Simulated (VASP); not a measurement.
# Te (P3_121) in VASP: single point with revPBE

Aim: the single point of Te with revPBE.

Program: VASP 6.6.1. These are calculated values, not measurements. Logs are shortened: lines on timing, memory, paths and dates and some standing lists are left out, and cuts for length are marked.

## Step 1: The cell of the first run

The structure is trigonal, space group P3_121 (No. 152). Conventional cell: a = 4.747 Å, b = 4.747 Å, c = 5.897 Å, α = 90.00°, β = 90.00°, γ = 120.00°. Within 3.8 Å of Te (site symmetry 2) lie 6 Te at 2.85 to 3.70 Å.

## Step 2: Single point, revPBE

File INCAR:

```
SYSTEM = Te
  ALGO = Normal
  EDIFF = 1E-6
  ENCUT = 520
  GGA = RE
  ISIF = 2
  ISMEAR = -1
  LASPH = .True.
  LCHARG = .False.
  LREAL = .False.
  LWAVE = .False.
  NBANDS = 16
  NELM = 80
  PREC = Accurate
  SIGMA = 0.1
```

File KPOINTS:

```
k-points
0
Gamma
  4 4 3
  0 0 0
```

File POSCAR:

```
Te
1.0
    4.7473994219      0.0000000000      0.0000000000
   -2.3736997109      4.1113685012      0.0000000000
    0.0000000000      0.0000000000      5.8967267174
Te
3
Direct
    0.2517707370      0.0000000000      0.3333333333
    1.0000000000      0.2517707370      0.6666666667
    0.7482292630      0.7482292630      0.0000000000
```

Potentials or basis: VASP PAW PBE potentials, release 64 (Te).

Started as:

```bash
$ cat potpaw_PBE.64/Te/POTCAR > POTCAR
$ mpirun -np 1 vasp_std > vasp.out
```

OUTCAR:

```text
SYSTEM = Te
   EDIFF = 1E-6
   ENCUT = 520
   GGA = RE
   ISIF = 2
   ISMEAR = -1
   LASPH = .True.
   LREAL = .False.
   NELM = 80
   PREC = Accurate

 ion  position               nearest neighbor table
   1  0.252  0.000  0.333-   3 2.85   2 2.85
   2  0.000  0.252  0.667-   3 2.85   1 2.85
   3  0.748  0.748  0.000-   2 2.85   1 2.85

  LATTYP: Found a hexagonal cell.
 ALAT       =     4.7473994219
 C/A-ratio  =     1.2420961864

  Lattice vectors:

 A1 = (   4.7473994219,   0.0000000000,   0.0000000000)
 A2 = (  -2.3736997109,   4.1113685012,   0.0000000000)
 A3 = (   0.0000000000,   0.0000000000,   5.8967267174)

Analysis of symmetry for initial positions (statically):
=====================================================================
 Subroutine PRICEL returns:
 Original cell was already a primitive cell.

 Routine SETGRP: Setting up the symmetry group for a
 hexagonal supercell.

 Subroutine GETGRP returns: Found  6 space group operations
 (whereof  2 operations were pure point group operations)
 out of a pool of 24 trial point group operations.

The static configuration has the point symmetry C_2 .
 The point group associated with its full space group is D_3 .

Analysis of symmetry for dynamics (positions and initial velocities):
=====================================================================
 Subroutine PRICEL returns:
 Original cell was already a primitive cell.

 Routine SETGRP: Setting up the symmetry group for a
 hexagonal supercell.

 Subroutine GETGRP returns: Found  6 space group operations
 (whereof  2 operations were pure point group operations)
 out of a pool of 24 trial point group operations.

The dynamic configuration has the point symmetry C_2 .
 The point group associated with its full space group is D_3 .

 Subroutine INISYM returns: Found  6 space group operations
 (whereof  2 operations are pure point group operations),
 and found     1 'primitive' translations

----------------------------------------------------------------------------------------

                                     Primitive cell

  volume of cell :     115.0941

  direct lattice vectors                    reciprocal lattice vectors
     4.747399422  0.000000000  0.000000000     0.210641640  0.121614008  0.000000000
    -2.373699711  4.111368501  0.000000000     0.000000000  0.243228015  0.000000000
     0.000000000  0.000000000  5.896726717     0.000000000  0.000000000  0.169585610

  length of vectors
     4.747399422  4.747399422  5.896726717     0.243228015  0.243228015  0.169585610

  position of ions in fractional coordinates (direct lattice)
     0.251770737  0.000000000  0.333333333
     1.000000000  0.251770737  0.666666667
     0.748229263  0.748229263  0.000000000

  ion indices of the primitive-cell ions
   primitive index   ion index
                 1           1
                 2           2
                 3           3

----------------------------------------------------------------------------------------

 KPOINTS: k-points

Automatic generation of k-mesh.
 Grid dimensions read from file:
 generate k-points for:    4    4    3

 Generating k-lattice:

  Cartesian coordinates                     Fractional coordinates (reciprocal lattice)
     0.052660410  0.030403502  0.000000000     0.250000000 -0.000000000  0.000000000
     0.000000000  0.060807004  0.000000000     0.000000000  0.250000000  0.000000000
     0.000000000  0.000000000  0.056528537     0.000000000  0.000000000  0.333333333

  Length of vectors
     0.060807004  0.060807004  0.056528537

  Shift w.r.t. Gamma in fractional coordinates (k-lattice)
     0.000000000  0.000000000  0.000000000

 Subroutine IBZKPT returns following result:
 ===========================================

 Found      9 irreducible k-points:

 Following reciprocal coordinates:
            Coordinates               Weight
  0.000000  0.000000  0.000000      1.000000
  0.250000 -0.000000  0.000000      6.000000
  0.500000 -0.000000  0.000000      3.000000
  0.250000  0.250000  0.000000      6.000000
  0.000000  0.000000  0.333333      2.000000
  0.250000 -0.000000  0.333333      6.000000
  0.000000  0.250000  0.333333      6.000000
  0.500000 -0.000000  0.333333      6.000000
  0.250000  0.250000  0.333333     12.000000
   k-points           NKPTS =      9   k-points in BZ     NKDIM =      9   number of bands    NBANDS=     16
   number of dos      NEDOS =    301   number of ions     NIONS =      3
   total plane-waves  NPLWV =  62208
   dimension x,y,z NGX =    36 NGY =   36 NGZ =   48
   dimension x,y,z NGXF=    72 NGYF=   72 NGZF=   96
   ions per type =               3
   NGX,Y,Z   is equivalent  to a cutoff of  12.61, 12.61, 13.53 a.u.
   NGXF,Y,Z  is equivalent  to a cutoff of  25.21, 25.21, 27.07 a.u.
 SYSTEM =  Te
   PREC   = accura    normal or accurate (medium, high low for compatibility)
   ISTART =      0    job   : 0-new  1-cont  2-samecut
   ICHARG =      2    charge: 1-file 2-atom 10-const
   ISPIN  =      1    spin polarized calculation?
   LNONCOLLINEAR =      F non collinear calculations
   LSORBIT =      F    spin-orbit coupling
   LASPH  =      T    aspherical Exc in radial PAW
   ENCUT  =  520.0 eV  38.22 Ry    6.18 a.u.   8.83  8.83 10.96*2*pi/ulx,y,z
   NELM   =     80;   NELMIN=  2; NELMDL= -5     # of ELM steps
   EDIFF  = 0.1E-05   stopping-criterion for ELM
   LREAL  =      F    real-space projection
   EDIFFG = 0.1E-04   stopping-criterion for IOM
   NSW    =      0    number of steps for IOM
   IBRION =     -1    ionic relax: 0-MD 1-quasi-New 2-CG
   NFREE  =      0    steps in history (QN), initial steepest desc. (CG)
   ISIF   =      2    stress and relaxation
   ISYM   =      2    0-nonsym 1-usesym 2-fastsym
   POTIM  = 0.5000    time-step for ionic-motion
   TEBEG  =    0.0;   TEEND  =   0.0 temperature during run
   PSTRESS=    0.0 pullay stress
   NELECT =      18.0000    total number of electrons
   NUPDOWN=      -1.0000    fix difference up-down
   EMIN   =  10.00;   EMAX   =-10.00  energy-range for DOS
   EFERMI =   0.00;   METHOD = LEGACY
   ISMEAR =    -1;   SIGMA  =   0.10  broadening in eV -4-tet -1-fermi 0-gaus
   EFERMI_NEDOS =   21; number of points for ismear=-14 and -15
   IALGO  =     38    algorithm
   IMIX   =      4    mixing-type and parameters
     AMIX     =   0.40;   BMIX     =  1.00
     AMIX_MAG =   1.60;   BMIX_MAG =  1.00
  volume/ion in A,a.u.               =      38.36       258.90
  Fermi-wavevector in a.u.,A,eV,Ry     =   0.882026  1.666787 10.584917  0.777969
  Thomas-Fermi vector in A             =   2.002601
   LORBIT       =      0    0 simple, 1 ext, 2 COOP (PROOUT), +10 PAW based schemes
   GGA     = RE    functional components
   LHFCALC =     F    Hartree Fock is set to
   AEXX    =    0.0000 exact exchange contribution
   IVDW    =     0    specifies the selected vdW correction
   LEPSILON=     F    determine dielectric tensor
   LRPA    =     F    only Hartree local field effects (RPA)
 non-spin polarized calculation
  energy-cutoff  :      520.00
  volume of cell :      115.09
 maximum number of plane-waves:      3114
 NGX is ok and might be reduce to    36
   NGX = 17   NGY = 17   NGZ = 21

 number of electron      18.0000000 magnetization

 Free energy of the ion-electron system (eV)
  ---------------------------------------------------
  ext. energy  EPLUGINS =         0.00000000
  ---------------------------------------------------
  free energy    TOTEN  =        -8.50063184 eV

  energy without entropy =       -8.49758378  energy(sigma->0) =       -8.49910781

 E-fermi :   4.8669     XC(G=0):  -8.3707

 val. band max:        4.3231332879   @ k =   0.2500   0.2500   0.3333
 cond. band min:       5.3137842836   @ k =   0.0000   0.0000   0.3333
 fundamental gap:      0.9906509957
 Fermi energy:         4.8669059267

 k-point     1 :       0.0000    0.0000    0.0000
  band No.  band energies     occupation
      1      -8.4428      2.00000
      2      -5.3997      2.00000
      3      -5.3997      2.00000
      4       1.5900      2.00000
      5       1.7147      2.00000
      6       1.7147      2.00000
      7       3.0512      2.00000
      8       3.0512      2.00000
      9       4.0220      1.99957
     10       5.6906      0.00053
     11       5.6906      0.00053
     12       6.0920      0.00001
     13       9.8189      0.00000
     14       9.8189      0.00000
     15      10.1803      0.00000
     16      11.1540      0.00000

 k-point     2 :       0.2500   -0.0000    0.0000
  band No.  band energies     occupation
      1      -8.1713      2.00000
      2      -5.5975      2.00000
      3      -5.3651      2.00000
      4       0.5462      2.00000
      5       1.0331      2.00000
      6       1.5085      2.00000
      7       3.1472      2.00000
      8       3.4789      2.00000
      9       3.8156      1.99995
     10       5.6859      0.00055
     11       5.8058      0.00017
     12       6.4977      0.00000
     13       8.9998      0.00000
     14       9.9191      0.00000
     15      11.0654      0.00000
     16      11.6636      0.00000

 k-point     3 :       0.5000   -0.0000    0.0000
  band No.  band energies     occupation
      1      -7.7989      2.00000
      2      -5.9471      2.00000
      3      -5.3255      2.00000
      4       0.3196      2.00000
      5       0.6431      2.00000
      6       1.4999      2.00000
      7       1.8286      2.00000
      8       3.4404      2.00000
      9       3.7481      1.99997
     10       5.7419      0.00032
     11       5.8904      0.00007
     12       7.9846      0.00000
     13       8.3059      0.00000
     14      11.4110      0.00000
     15      12.7902      0.00000
     16      12.9167      0.00000

 k-point     4 :       0.2500    0.2500    0.0000
  band No.  band energies     occupation
      1      -7.8114      2.00000
      2      -5.7717      2.00000
      3      -5.5082      2.00000
      4       0.4672      2.00000
      5       0.5055      2.00000
      6       1.7057      2.00000
      7       2.4057      2.00000
      8       2.6595      2.00000
      9       2.9461      2.00000
     10       6.5977      0.00000
     11       6.9678      0.00000
     12       7.1914      0.00000
     13       9.2366      0.00000
     14       9.8199      0.00000
     15      11.8819      0.00000
     16      12.2921      0.00000

 k-point     5 :       0.0000    0.0000    0.3333
  band No.  band energies     occupation
      1      -8.0622      2.00000
      2      -6.9756      2.00000
      3      -3.9502      2.00000
      4       1.0556      2.00000
      5       1.8052      2.00000
      6       2.0584      2.00000
      7       3.1645      2.00000
      8       3.3456      2.00000
      9       3.7319      1.99998
     10       5.3138      0.02266
     11       5.3904      0.01060
     12       5.4979      0.00363
     13       9.3819      0.00000
     14      10.0989      0.00000
     15      10.5286      0.00000
     16      11.2171      0.00000

 k-point     6 :       0.2500   -0.0000    0.3333
  band No.  band energies     occupation
      1      -7.8209      2.00000
      2      -6.8051      2.00000
      3      -4.4480      2.00000
      4       0.6409      2.00000
      5       1.2281      2.00000
      6       1.7676      2.00000
      7       2.5922      2.00000
      8       2.9545      2.00000
      9       3.5045      2.00000
     10       5.9724      0.00003
     11       6.3414      0.00000
     12       6.8734      0.00000
     13       9.6805      0.00000
     14      10.2824      0.00000
     15      10.5188      0.00000
     16      11.1877      0.00000

 k-point     7 :       0.0000    0.2500    0.3333
  band No.  band energies     occupation
      1      -7.8097      2.00000
      2      -6.8376      2.00000
      3      -4.3840      2.00000
      4       0.3832      2.00000
      5       0.9838      2.00000
      6       1.6676      2.00000
      7       3.1903      2.00000
      8       3.2621      2.00000
      9       4.0785      1.99925
     10       5.5464      0.00224
     11       5.9557      0.00004
     12       6.2021      0.00000
     13       9.0045      0.00000
     14      10.6730      0.00000
     15      10.8630      0.00000
     16      11.5539      0.00000

 k-point     8 :       0.5000   -0.0000    0.3333
  band No.  band energies     occupation
      1      -7.4937      2.00000
      2      -6.6494      2.00000
      3      -4.9488      2.00000
      4      -0.1646      2.00000
      5       0.7529      2.00000
      6       1.3571      2.00000
      7       2.8295      2.00000
      8       3.0793      2.00000
      9       3.8144      1.99995
     10       6.0136      0.00002
     11       6.5941      0.00000
     12       6.9029      0.00000
     13       9.3094      0.00000
     14      10.7155      0.00000
     15      12.5185      0.00000
     16      12.7534      0.00000

 k-point     9 :       0.2500    0.2500    0.3333
  band No.  band energies     occupation
      1      -7.4965      2.00000
      2      -6.6548      2.00000
      3      -4.9211      2.00000
      4       0.0481      2.00000
      5       0.4163      2.00000
      6       1.0684      2.00000
      7       2.6959      2.00000
      8       3.6977      1.99998
      9       4.3231      1.99134
     10       5.6010      0.00130
     11       6.3144      0.00000
     12       7.0830      0.00000
     13       9.6463      0.00000
     14      10.3916      0.00000
     15      11.4172      0.00000
     16      12.0359      0.00000

------------------------ aborting loop because EDIFF is reached ----------------------------------------

  FORCE on cell =-STRESS in cart. coord.  units (eV):
  Direction    XX          YY          ZZ          XY          YZ          ZX
  --------------------------------------------------------------------------------------
  -------------------------------------------------------------------------------------
  Total        0.0815994      0.0815994     -0.0414558      0.0000000      0.0000000      0.0000000
  in kB        1.1359113      1.1359113     -0.5770886      0.0000000      0.0000000      0.0000000
  external PRESSURE =       0.5649113 kB  Pullay stress =       0.0000000 kB

 VOLUME and BASIS-vectors are now :
 -----------------------------------------------------------------------------
  energy-cutoff  :      520.00
  volume of cell :      115.09
      direct lattice vectors                 reciprocal lattice vectors
     4.747399422  0.000000000  0.000000000     0.210641640  0.121614008  0.000000000
    -2.373699711  4.111368501  0.000000000     0.000000000  0.243228015  0.000000000
     0.000000000  0.000000000  5.896726717     0.000000000  0.000000000  0.169585610

 POSITION                                       TOTAL-FORCE (eV/Angst)
 -----------------------------------------------------------------------------------
      1.19526      0.00000      1.96558        -0.006674      0.000000      0.000000
     -0.59763      1.03512      3.93115         0.003337     -0.005780     -0.000000
      1.77607      3.07625      0.00000         0.003337      0.005780     -0.000000
 -----------------------------------------------------------------------------------
    total drift:                                0.000000     -0.000000      0.000000

  FREE ENERGIE OF THE ION-ELECTRON SYSTEM (eV)
  ---------------------------------------------------
  free  energy   TOTEN  =        -8.5006318367 eV

  energy  without entropy=       -8.4975837758  energy(sigma->0) =       -8.49910781
```

Wall time 19 s (1 thread of AMD EPYC 7R43 (Zen 3), shared host); peak memory 0.19 GiB.

What came out:

```yaml
Free_energy: -8.5006 eV
Pressure: 0.1 GPa
Largest_force: 0.007 eV/Å
Band_gap_on_the_k_mesh: 0.99 eV, indirect (least direct gap 1.28 eV)
```

Forces in eV/Å, atoms in the order of the input:
```
Te  -0.007  0.000  0.000
Te   0.003 -0.006  0.000
Te   0.003  0.006  0.000
```

Stress tensor (GPa, compression positive):
```
 0.11  0.00  0.00
 0.00  0.11  0.00
 0.00  0.00 -0.06
```

Caveat: the PAW data sets were made with another functional, which shifts forces and pressure a little; spin-orbit coupling is left out, which moves the levels of the heavy elements. revPBE gaps usually lie below the measured ones, often by a third to a half.
